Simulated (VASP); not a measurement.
# CuO (Cc) in VASP: single point with LDA+U

Aim: the single point of CuO with LDA+U.

All numbers are computed with VASP 6.6.1; they aren't measurements. Logs are shortened: lines on timing, memory, paths and dates and some standing lists are left out, and cuts for length are marked.

## (1) The cell of the first run

The structure is monoclinic, space group Cc (No. 9). Conventional cell: a = 4.689 Å, b = 3.427 Å, c = 5.132 Å, α = 90.00°, β = 99.65°, γ = 90.00°. Cu (site symmetry 1) has 4 O at 1.91 to 2.02 Å within 2.5 Å. O (site symmetry 1) has 4 Cu at 1.91 to 2.02 Å within 2.5 Å.

## (2) Single point, LDA+U, collinear spin, antiferromagnetic start

INCAR

```
SYSTEM = CuO
PREC     = Accurate       ! precision mode
ENCUT    = 520            ! plane-wave cutoff, eV
EDIFF    = 1E-6           ! SCF threshold, eV
ISMEAR   = 0              ! smearing method
SIGMA    = 0.05           ! smearing width, eV
LREAL    = .FALSE.        ! projectors in reciprocal space
LASPH    = .TRUE.         ! aspherical terms in the spheres
NELM     = 150            ! most SCF steps
ALGO     = Normal         ! electronic algorithm
ISIF     = 2              ! what is computed and relaxed
LWAVE    = .FALSE.        ! write WAVECAR
LCHARG   = .TRUE.         ! write CHGCAR
ISPIN    = 2              ! spin polarisation
MAGMOM   = 0.51 -0.51 0 0 ! initial moments
LORBIT   = 11             ! projections on sites
LMAXMIX  = 4              ! l up to which the mixer works
LDAU     = .TRUE.         ! DFT+U
LDAUTYPE = 2            
LDAUL    = 2 -1           ! shell
LDAUU    = 4 0            ! U, eV
LDAUJ    = 0 0          
LDAUPRINT= 1            
GGA      = CA             ! functional
LELF     = .TRUE.         ! ELF
LVHAR    = .TRUE.       
NBANDS   = 29             ! bands
```

KPOINTS

```
regular mesh
0
G
  7 7 4
  0 0 0
```

POSCAR

```
CuO
1.0
    2.3446497600     -1.7133998200      0.0000000000
    2.3446497600      1.7133998200      0.0000000000
   -0.8605499100      0.0000000000      5.0594394800
Cu O
2 2
Direct
    0.0032000000      0.4968000000      0.0000000000
    0.4968000000      0.0032000000      0.5000000000
    0.5714000000      0.4056000000      0.2537000000
    0.4056000000      0.5714000000      0.7537000000
```

Potentials or basis: VASP PAW LDA potentials, release 64 (Cu, O).

Launch:

```bash
> cat potpaw_LDA.64/Cu/POTCAR potpaw_LDA.64/O/POTCAR > POTCAR
> mpirun -np 1 vasp_std > vasp.out
```

OUTCAR:

```text
SYSTEM = CuO
   PREC = Accurate
   ENCUT = 520
   EDIFF = 1E-6
   ISMEAR = 0
   LREAL = .FALSE.
   LASPH = .TRUE.
   NELM = 150
   ISIF = 2
   ISPIN = 2
   LORBIT = 11
   GGA = CA

 ion  position               nearest neighbor table
   1  0.003  0.497  0.000-   4 1.91   3 1.93   4 1.98   3 2.02
   2  0.497  0.003  0.500-   3 1.91   4 1.93   3 1.98   4 2.02
   3  0.571  0.406  0.254-   2 1.91   1 1.93   2 1.98   1 2.02
   4  0.406  0.571  0.754-   1 1.91   2 1.93   1 1.98   2 2.02

  LATTYP: Found a base centered monoclinic cell.
 ALAT       =     4.6892995200
 B/A-ratio  =     0.7307700490
 C/A-ratio  =     1.0944283419
 COS(beta)  =    -0.1676798045

  Lattice vectors:

 A1 = (   2.3446497600,  -1.7133998200,   0.0000000000)
 A2 = (   2.3446497600,   1.7133998200,   0.0000000000)
 A3 = (  -0.8605499100,   0.0000000000,   5.0594394800)

Analysis of symmetry for initial positions (statically):
=====================================================================
 Subroutine PRICEL returns:
 Original cell was already a primitive cell.

 Routine SETGRP: Setting up the symmetry group for a
 base centered monoclinic supercell.

 Subroutine GETGRP returns: Found  2 space group operations
 (whereof  1 operations were pure point group operations)
 out of a pool of  4 trial point group operations.

The static configuration has the point symmetry C_1 .
 The point group associated with its full space group is C_1h.

Analysis of symmetry for dynamics (positions and initial velocities):
=====================================================================
 Subroutine PRICEL returns:
 Original cell was already a primitive cell.

 Routine SETGRP: Setting up the symmetry group for a
 base centered monoclinic supercell.

 Subroutine GETGRP returns: Found  2 space group operations
 (whereof  1 operations were pure point group operations)
 out of a pool of  4 trial point group operations.

The dynamic configuration has the point symmetry C_1 .
 The point group associated with its full space group is C_1h.

Analysis of structural, dynamic, and magnetic symmetry:
=====================================================================
 Subroutine PRICEL returns:
 Original cell was already a primitive cell.

[... 213 lines left out ...]
  o =  0.9657  v =  0.0000  0.0000  0.0000  0.0000  0.0000  0.0959  0.0222 -0.1408 -0.3472 -0.9219      0.0000  0.0000  0.0000  0.0000  0.0000  0.0000  0.0000  0.0000  0.0000  0.0000
  o =  0.9670  v =  0.0000  0.0000  0.0000  0.0000  0.0000  0.1085 -0.8152  0.3330  0.4091 -0.2133      0.0000  0.0000  0.0000  0.0000  0.0000  0.0000  0.0000  0.0000  0.0000  0.0000
  o =  0.9693  v =  0.0008  0.4723 -0.3400 -0.5372 -0.6105  0.0000  0.0000  0.0000  0.0000  0.0000      0.0000  0.0000  0.0000  0.0000  0.0000  0.0000  0.0000  0.0000  0.0000  0.0000
  o =  0.9698  v = -0.1579  0.6137 -0.1571 -0.1936  0.7323  0.0000  0.0000  0.0000  0.0000  0.0000      0.0000  0.0000  0.0000  0.0000  0.0000  0.0000  0.0000  0.0000  0.0000  0.0000
  o =  0.9747  v =  0.0000  0.0000  0.0000  0.0000  0.0000 -0.4776  0.2730  0.8199 -0.0707 -0.1417      0.0000  0.0000  0.0000  0.0000  0.0000  0.0000  0.0000  0.0000  0.0000  0.0000
  o =  0.9766  v = -0.4806  0.2163  0.8211 -0.1590 -0.1507  0.0000  0.0000  0.0000  0.0000  0.0000      0.0000  0.0000  0.0000  0.0000  0.0000  0.0000  0.0000  0.0000  0.0000  0.0000
  o =  1.0037  v =  0.0000  0.0000  0.0000  0.0000  0.0000  0.1505  0.4815 -0.0494  0.8176 -0.2732      0.0000  0.0000  0.0000  0.0000  0.0000  0.0000  0.0000  0.0000  0.0000  0.0000

 number of electron      33.9999999 magnetization       0.0000000

 Free energy of the ion-electron system (eV)
  ---------------------------------------------------
  ext. energy  EPLUGINS =         0.00000000
  ---------------------------------------------------
  free energy    TOTEN  =       -20.62558739 eV

  energy without entropy =      -20.62558547  energy(sigma->0) =      -20.62558643

 E-fermi :   5.0250     XC(G=0): -12.3845

 val. band max:        4.9126969058   @ k =   0.0000   0.0000   0.0000
 cond. band min:       5.1441300622   @ k =   0.2857   0.1429   0.5000
 fundamental gap:      0.2314331564
 Fermi energy:         5.0249500286

 spin component 1

 k-point     1 :       0.0000    0.0000    0.0000
  band No.  band energies     occupation
      1     -14.1521      1.00000
      2     -12.7294      1.00000
      3      -3.0974      1.00000
      4      -1.4817      1.00000
      5      -0.1663      1.00000
      6       0.4735      1.00000
[... 1529 lines left out ...]
     28      23.2609      0.00000
     29      25.0942      0.00000

 [... further k-points ...]
[... 5 lines left out ...]
  --------------------------------------------------------------------------------------
  -------------------------------------------------------------------------------------
  Total       -3.1711074     -2.1441435     -3.3324574      0.0000000      0.0000000      0.1454573
  in kB     -124.9834304    -84.5075161   -131.3427448      0.0000000      0.0000000      5.7329336
  external PRESSURE =    -113.6112304 kB  Pullay stress =       0.0000000 kB

 VOLUME and BASIS-vectors are now :
 -----------------------------------------------------------------------------
  energy-cutoff  :      520.00
  volume of cell :       40.65
      direct lattice vectors                 reciprocal lattice vectors
     2.344649760 -1.713399820  0.000000000     0.213251467 -0.291817470  0.036271514
     2.344649760  1.713399820  0.000000000     0.213251467  0.291817470  0.036271514
    -0.860549910  0.000000000  5.059439480     0.000000000  0.000000000  0.197650353

 POSITION                                       TOTAL-FORCE (eV/Angst)
 -----------------------------------------------------------------------------------
      1.17232      0.84573      0.00000        -0.566504      0.248191      0.251573
      0.74205     -0.84573      2.52972        -0.566504     -0.248191      0.251573
      2.07240     -0.28408      1.28358         0.566504      0.315064     -0.251573
      1.64213      0.28408      3.81330         0.566504     -0.315064     -0.251573
 -----------------------------------------------------------------------------------
    total drift:                               -0.000110      0.000000     -0.000586

  FREE ENERGIE OF THE ION-ELECTRON SYSTEM (eV)
  ---------------------------------------------------
  free  energy   TOTEN  =       -20.6255873867 eV

  energy  without entropy=      -20.6255854741  energy(sigma->0) =      -20.62558643

 total charge

# of ion       s       p       d       tot
------------------------------------------
    1        0.380   0.392   9.186   9.958
    2        0.380   0.392   9.186   9.958
    3        1.552   3.388   0.000   4.940
    4        1.552   3.388   0.000   4.940
--------------------------------------------------
tot          3.863   7.562  18.373  29.797

 magnetization (x)

# of ion       s       p       d       tot
------------------------------------------
    1       -0.005  -0.005   0.519   0.508
    2        0.005   0.005  -0.519  -0.508
    3       -0.000  -0.004   0.000  -0.004
    4        0.000   0.004   0.000   0.004
--------------------------------------------------
tot          0.000   0.000   0.000   0.000
```

stdout:

```text
POSCAR found type information on POSCAR CuO
 POSCAR found :  2 types and       4 ions
 scaLAPACK will be used
 LDA part: xc-table for (Slater(with rela. corr.)+CA(PZ))
 , standard interpolation
 POSCAR, INCAR and KPOINTS ok, starting setup
 FFT: planning ... GRIDC
 FFT: planning ... GRID_SOFT
 FFT: planning ... GRID
 WAVECAR not read
 entering main loop
```

It took 1.9 min on 1 thread of Intel Xeon Platinum 8375C at 2.90GHz (Ice Lake), shared host; peak memory 0.21 GiB.

Results:

| Item | Value |
| --- | --- |
| Free energy | -20.6256 eV |
| Pressure | -11.4 GPa |
| Largest force | 0.695 eV/Å |
| Band gap on the k mesh | 0.23 eV, indirect (least direct gap 0.67 eV) |
| Net moment | 0.00 μB per cell |
| Site moments | Cu +0.51, -0.51; O -0.00, +0.00 μB |
| Valence electrons inside the program's atomic spheres | Cu 9.96; O 4.94 |

Forces in eV/Å, atoms in the order of the input:
```
Cu  -0.567  0.248  0.252
Cu  -0.567 -0.248  0.252
O    0.567  0.315 -0.252
O    0.567 -0.315 -0.252
```

Eigenvalues of the final occupation matrices:
```tsv
site	spin	trace	eigenvalues
site 1 d	1	4.86	0.95 0.97 0.97 0.97 1.00
site 1 d	2	4.34	0.48 0.95 0.97 0.97 0.98
site 2 d	1	4.34	0.48 0.95 0.97 0.97 0.98
site 2 d	2	4.86	0.95 0.97 0.97 0.97 1.00
```
